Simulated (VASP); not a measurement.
# Se in VASP: a series of runs, part 2 of 2

VASP 6.6.1. The steps go on from the part before.

## (4) Single point, PBE (the cell strained at random)

INCAR

```
ALGO = Normal ; EDIFF = 1E-7
ENCUT = 520 ; GGA = PE
ISIF = 2 ; ISMEAR = 0
LASPH = T ; LCHARG = F
LREAL = F ; LWAVE = F
NBANDS = 9 ; NELM = 100
PREC = Accurate ; SIGMA = 0.1
```

KPOINTS

```
k-points
0
Gamma
  12 12 12
```

POSCAR

```
Se
1.0
    2.9641602890     -0.0089656960      0.0245081095
   -0.0089656960      2.8749249132     -0.0029510912
    0.0245081095     -0.0029510912      2.9543514241
Se
1
Direct
    0.0000000000      0.0000000000      0.0000000000
```

Potentials or basis: VASP PAW PBE potentials, release 64 (Se).

Command:

```console
$ cat potpaw_PBE.64/Se/POTCAR > POTCAR
$ mpirun -np 1 vasp_std > vasp.out
```

OUTCAR:

```text
EDIFF = 1E-7
   ENCUT = 520
   GGA = PE
   ISIF = 2
   ISMEAR = 0
   LASPH = T
   LREAL = F
   NELM = 100
   PREC = Accurate

 ion  position               nearest neighbor table
   1  0.000  0.000  0.000-

  LATTYP: Found a triclinic cell.
 ALAT       =     2.9642751644
 B/A-ratio  =     0.9966870102
 C/A-ratio  =     0.9698628665
 COS(alpha) =     0.0020511776
 COS(beta)  =     0.0061515002
 COS(gamma) =     0.0165655441

  Lattice vectors:

 A1 = (   2.9641602890,  -0.0089656960,   0.0245081095)
 A2 = (   0.0245081095,  -0.0029510912,   2.9543514241)
 A3 = (   0.0089656960,  -2.8749249132,   0.0029510912)

Analysis of symmetry for initial positions (statically):
=====================================================================
 Subroutine PRICEL returns:
 Original cell was already a primitive cell.

 Routine SETGRP: Setting up the symmetry group for a
 triclinic supercell.

 Subroutine GETGRP returns: Found  2 space group operations
 (whereof  2 operations were pure point group operations)
 out of a pool of  2 trial point group operations.

The static configuration has the point symmetry S_2 .

Analysis of symmetry for dynamics (positions and initial velocities):
=====================================================================
 Subroutine PRICEL returns:
 Original cell was already a primitive cell.

 Routine SETGRP: Setting up the symmetry group for a
 triclinic supercell.

 Subroutine GETGRP returns: Found  2 space group operations
 (whereof  2 operations were pure point group operations)
 out of a pool of  2 trial point group operations.

The dynamic configuration has the point symmetry S_2 .

 Subroutine INISYM returns: Found  2 space group operations
 (whereof  2 operations are pure point group operations),
 and found     1 'primitive' translations

----------------------------------------------------------------------------------------

                                     Primitive cell

  volume of cell :      25.1742

  direct lattice vectors                    reciprocal lattice vectors
     2.964160289 -0.008965696  0.024508109     0.337389979  0.001049307 -0.002797803
    -0.008965696  2.874924913 -0.002951091     0.001049307  0.347838791  0.000338750
     0.024508109 -0.002951091  2.954351424    -0.002797803  0.000338750  0.338507315

  length of vectors
     2.964275164  2.874940408  2.954454551     0.337403210  0.347840539  0.338519047

  position of ions in fractional coordinates (direct lattice)
     0.000000000  0.000000000  0.000000000

  ion indices of the primitive-cell ions
   primitive index   ion index
                 1           1

----------------------------------------------------------------------------------------

 KPOINTS: k-points

Automatic generation of k-mesh.
 Grid dimensions read from file:
 generate k-points for:   12   12   12

 Generating k-lattice:

  Cartesian coordinates                     Fractional coordinates (reciprocal lattice)
     0.028115832  0.000087442 -0.000233150     0.083333333  0.000000000  0.000000000
     0.000087442  0.028986566  0.000028229     0.000000000  0.083333333  0.000000000
    -0.000233150  0.000028229  0.028208943     0.000000000  0.000000000  0.083333333

  Length of vectors
     0.028116934  0.028986712  0.028209921

  Shift w.r.t. Gamma in fractional coordinates (k-lattice)
     0.000000000  0.000000000  0.000000000

 Subroutine IBZKPT returns following result:
 ===========================================

 Found    868 irreducible k-points:

 Following reciprocal coordinates:
            Coordinates               Weight
  0.000000  0.000000  0.000000      1.000000
  0.083333 -0.000000  0.000000      2.000000
  0.166667  0.000000  0.000000      2.000000
  0.250000 -0.000000  0.000000      2.000000
  0.333333  0.000000  0.000000      2.000000
  0.416667 -0.000000  0.000000      2.000000
[... 16 lines left out ...]
  0.250000  0.166667  0.000000      2.000000
  0.333333  0.166667  0.000000      2.000000
 [... further k-points ...]
   k-points           NKPTS =    868   k-points in BZ     NKDIM =    868   number of bands    NBANDS=      9
   number of dos      NEDOS =    301   number of ions     NIONS =      1
   total plane-waves  NPLWV =  13824
   dimension x,y,z NGX =    24 NGY =   24 NGZ =   24
   dimension x,y,z NGXF=    48 NGYF=   48 NGZF=   48
   ions per type =               1
   NGX,Y,Z   is equivalent  to a cutoff of  13.46, 13.88, 13.50 a.u.
   NGXF,Y,Z  is equivalent  to a cutoff of  26.92, 27.76, 27.01 a.u.
 SYSTEM =  unknown system
   PREC   = accura    normal or accurate (medium, high low for compatibility)
   ISTART =      0    job   : 0-new  1-cont  2-samecut
   ICHARG =      2    charge: 1-file 2-atom 10-const
   ISPIN  =      1    spin polarized calculation?
   LNONCOLLINEAR =      F non collinear calculations
   LSORBIT =      F    spin-orbit coupling
   LASPH  =      T    aspherical Exc in radial PAW
   ENCUT  =  520.0 eV  38.22 Ry    6.18 a.u.   5.51  5.35  5.49*2*pi/ulx,y,z
   NELM   =    100;   NELMIN=  2; NELMDL= -5     # of ELM steps
   EDIFF  = 0.1E-06   stopping-criterion for ELM
   LREAL  =      F    real-space projection
   EDIFFG = 0.1E-05   stopping-criterion for IOM
   NSW    =      0    number of steps for IOM
   IBRION =     -1    ionic relax: 0-MD 1-quasi-New 2-CG
   NFREE  =      0    steps in history (QN), initial steepest desc. (CG)
   ISIF   =      2    stress and relaxation
   ISYM   =      2    0-nonsym 1-usesym 2-fastsym
   POTIM  = 0.5000    time-step for ionic-motion
   TEBEG  =    0.0;   TEEND  =   0.0 temperature during run
   PSTRESS=    0.0 pullay stress
   NELECT =       6.0000    total number of electrons
   NUPDOWN=      -1.0000    fix difference up-down
   EMIN   =  10.00;   EMAX   =-10.00  energy-range for DOS
   EFERMI =   0.00;   METHOD = LEGACY
   ISMEAR =     0;   SIGMA  =   0.10  broadening in eV -4-tet -1-fermi 0-gaus
   EFERMI_NEDOS =   21; number of points for ismear=-14 and -15
   IALGO  =     38    algorithm
   IMIX   =      4    mixing-type and parameters
     AMIX     =   0.40;   BMIX     =  1.00
     AMIX_MAG =   1.60;   BMIX_MAG =  1.00
  volume/ion in A,a.u.               =      25.17       169.88
  Fermi-wavevector in a.u.,A,eV,Ry     =   1.015017  1.918104 14.017526  1.030259
  Thomas-Fermi vector in A             =   2.148278
   LORBIT       =      0    0 simple, 1 ext, 2 COOP (PROOUT), +10 PAW based schemes
   GGA     = PE    functional components
   LHFCALC =     F    Hartree Fock is set to
   AEXX    =    0.0000 exact exchange contribution
   IVDW    =     0    specifies the selected vdW correction
   LEPSILON=     F    determine dielectric tensor
   LRPA    =     F    only Hartree local field effects (RPA)
 non-spin polarized calculation
 Gauss-broadening in eV      SIGMA  =   0.10
  energy-cutoff  :      520.00
  volume of cell :       25.17
 maximum number of plane-waves:       703
 NGX is ok and might be reduce to    24
   NGX = 11   NGY = 11   NGZ = 11

 number of electron       6.0000000 magnetization

 Free energy of the ion-electron system (eV)
  ---------------------------------------------------
  ext. energy  EPLUGINS =         0.00000000
  ---------------------------------------------------
  free energy    TOTEN  =        -3.27819873 eV

  energy without entropy =       -3.27576877  energy(sigma->0) =       -3.27698375

 E-fermi :   3.4641     XC(G=0):  -9.4375

 val. band max:        3.4549932562   @ k =   0.5000  -0.0833   0.1667
 cond. band min:       3.4735480140   @ k =   0.0000   0.4167   0.1667
 fundamental gap:      0.0185547579
 Fermi energy:         3.4640555709

 k-point     1 :       0.0000    0.0000    0.0000
  band No.  band energies     occupation
      1     -11.6991      2.00000
      2       4.4161      0.00000
      3       4.5195      0.00000
      4       5.1266      0.00000
      5      10.6236      0.00000
      6      11.2709      0.00000
      7      11.7099      0.00000
      8      24.1201      0.00000
      9      24.8165      0.00000
[... 265 lines left out ...]
 k-point    24 :       0.3333    0.1667    0.0000
  band No.  band energies     occupation
      1     -10.2585      2.00000
      2      -0.8277      2.00000
      3       3.2782      1.99141
      4       5.5473      0.00000
      5      12.6382      0.00000
      6      13.7086      0.00000
      7      17.0212      0.00000
      8      18.0276      0.00000
      9      18.8716      0.00000

 [... further k-points ...]

------------------------ aborting loop because EDIFF is reached ----------------------------------------

  FORCE on cell =-STRESS in cart. coord.  units (eV):
  Direction    XX          YY          ZZ          XY          YZ          ZX
  --------------------------------------------------------------------------------------
  -------------------------------------------------------------------------------------
  Total       -0.9724665     -0.7807526     -0.9360218      0.0152126      0.0048805     -0.0440970
  in kB      -61.8912433    -49.6898853    -59.5717698      0.9681870      0.3106151     -2.8064904
  external PRESSURE =     -57.0509661 kB  Pullay stress =       0.0000000 kB

 VOLUME and BASIS-vectors are now :
 -----------------------------------------------------------------------------
  energy-cutoff  :      520.00
  volume of cell :       25.17
      direct lattice vectors                 reciprocal lattice vectors
     2.964160289 -0.008965696  0.024508109     0.337389979  0.001049307 -0.002797803
    -0.008965696  2.874924913 -0.002951091     0.001049307  0.347838791  0.000338750
     0.024508109 -0.002951091  2.954351424    -0.002797803  0.000338750  0.338507315

 POSITION                                       TOTAL-FORCE (eV/Angst)
 -----------------------------------------------------------------------------------
      0.00000      0.00000      0.00000        -0.000000     -0.000000      0.000000
 -----------------------------------------------------------------------------------
    total drift:                               -0.000000     -0.000000      0.000000

  FREE ENERGIE OF THE ION-ELECTRON SYSTEM (eV)
  ---------------------------------------------------
  free  energy   TOTEN  =        -3.2781987344 eV

  energy  without entropy=       -3.2757687687  energy(sigma->0) =       -3.27698375
```

Run time: 3.3 min. Hardware: 1 thread of AMD EPYC 7R43 (Zen 3), shared host; peak memory 0.26 GiB.

What came out:

```yaml
Free_energy: -3.2782 eV
Pressure: -5.7 GPa
Band_gap_on_the_k_mesh: zero (band 3 reaches 5.73 eV, above the bottom of band 4 at 0.65 eV)
```

Stress tensor (GPa, compression positive):
```
-6.19  0.10 -0.28
 0.10 -4.97  0.03
-0.28  0.03 -5.96
```

Caveat: the cell differs from its parent crystal (the cell strained at random).

## (5) Single point, PBE (strained)

INCAR

```
  PREC = Accurate
  ENCUT = 520
  EDIFF = 1E-6
  ISMEAR = 0
  SIGMA = 0.1
  LREAL = False
  LASPH = True
  NELM = 80
  ALGO = Normal
  ISIF = 2
  LWAVE = False
  LCHARG = False
  GGA = PE
  NBANDS = 9
```

KPOINTS

```
Automatic mesh
0
Gamma
  14 14 14
```

POSCAR

```
Se
1.0
    2.7456390142      0.0000000000      0.0000000000
    0.0000000000      2.7456390142      0.0000000000
    0.0000000000      0.0000000000      2.7456390142
Se
1
Direct
    0.0000000000      0.0000000000      0.0000000000
```

Command:

```console
$ cat potpaw_PBE.64/Se/POTCAR > POTCAR
$ mpirun -np 1 vasp_std > vasp.out
```

It took 7.7 s on 1 thread of AMD EPYC 9R45 (Zen 5), shared host; peak memory 0.11 GiB.

Results (log left out):

```yaml
Free_energy: -3.2906 eV
Pressure: 7.9 GPa
Band_gap_on_the_k_mesh: zero (band 3 reaches 8.98 eV, above the bottom of band 4 at 2.12 eV)
```

Levels at points of the mesh, in eV from the Fermi level:
| k point | band 1 | band 2 | band 3 | band 4 | band 5 | band 6 |
| --- | --- | --- | --- | --- | --- | --- |
| (0.00, 0.00, 0.00) | -16.85 | 1.54 | 1.54 | 1.54 | 7.62 | 7.62 |
| (0.50, 0.00, 0.00) | -14.45 | -7.74 | 3.19 | 3.19 | 9.95 | 12.26 |
| (0.50, 0.50, 0.00) | -12.04 | -5.58 | -5.58 | 2.42 | 4.70 | 14.01 |
| (0.50, 0.50, 0.50) | -9.52 | -3.67 | -3.67 | -3.67 | 5.53 | 5.53 |

Caveat: the cell differs from its parent crystal (strained).

## (6) Overview

| cell | k mesh | gap on the mesh (eV) | pressure (GPa) |
| --- | --- | --- | --- |
| a = 2.865, b = 2.820, c = 2.838 Å, angles 89.8, 90.5, 91.1°, 1 atom | 14 × 14 × 14 | none | -0.8 |
| a = 2.881, b = 2.902, c = 2.876 Å, angles 89.9, 87.8, 92.0°, 1 atom | 12 × 12 × 12 | none | -3.5 |
| a = 2.964, b = 2.875, c = 2.954 Å, angles 90.1, 89.1, 90.4°, 1 atom | 12 × 12 × 12 | none | -5.7 |
| a = 2.746 Å, 1 atom | 14 × 14 × 14 | none | 7.9 |

Alike in all rows: task single point; level PBE; potentials or basis VASP PAW PBE potentials, release 64 (Se); no spin polarisation; cutoff (eV) 520; smearing gaussian 0.1 eV.

Total energies depend on the potentials used, so only differences within one code and one set of settings carry meaning.
